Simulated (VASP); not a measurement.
Set up this calculation in VASP 6.6.1, as the native input.

- Task: single point
- Functional: PBE
- Potentials or basis: VASP PAW PBE potentials, release 64 (Cd)
- Cutoff: 520 eV
- k mesh: 14 × 14 × 13
- Occupations: fermi-dirac, width 0.1 eV
- Spin: no spin polarisation
- Dipole correction: no
- Further INCAR settings: ALGO = Normal; EDIFF = 1e-06; NBANDS = 12

The structure of Cd lies in POSCAR:

```
Cd
1.0
    2.3777440192      0.0000000000      0.0000000000
   -1.1888720096      2.0591867243      0.0000000000
    0.0000000000      0.0000000000      2.3207244168
Cd
1
Direct
    0.0000000000      0.0000000000      0.0000000000
```

These files were run (other wordings do the same):

INCAR

```
ALGO     = Normal         # electronic algorithm
EDIFF    = 1E-6           # SCF threshold, eV
ENCUT    = 520            # plane-wave cutoff, eV
GGA      = PE             # functional
ISIF     = 2              # what is computed and relaxed
ISMEAR   = -1             # smearing method
LASPH    = T              # aspherical terms in the spheres
LCHARG   = F              # write CHGCAR
LREAL    = F              # projectors in reciprocal space
LWAVE    = F              # write WAVECAR
NBANDS   = 12             # bands
NELM     = 60             # most SCF steps
PREC     = Accurate       # precision mode
SIGMA    = 0.1            # smearing width, eV
```

KPOINTS

```
k-points
0
Gamma
  14 14 13
```

Potentials or basis: VASP PAW PBE potentials, release 64 (Cd).

Run with:

```bash
$ cat potpaw_PBE.64/Cd/POTCAR > POTCAR
$ mpirun -np 1 vasp_std > vasp.out
```

Results of the run:

```
Pressure               : 261.6 GPa
Band gap on the k mesh : zero (band 6 reaches 14.63 eV, above the bottom of band 7 at 8.48 eV)
```

Run time: 6.9 s on 1 thread of Intel(R) Xeon(R) 6975P-C (Granite Rapids), on a shared host, peak memory 0.13 GiB.
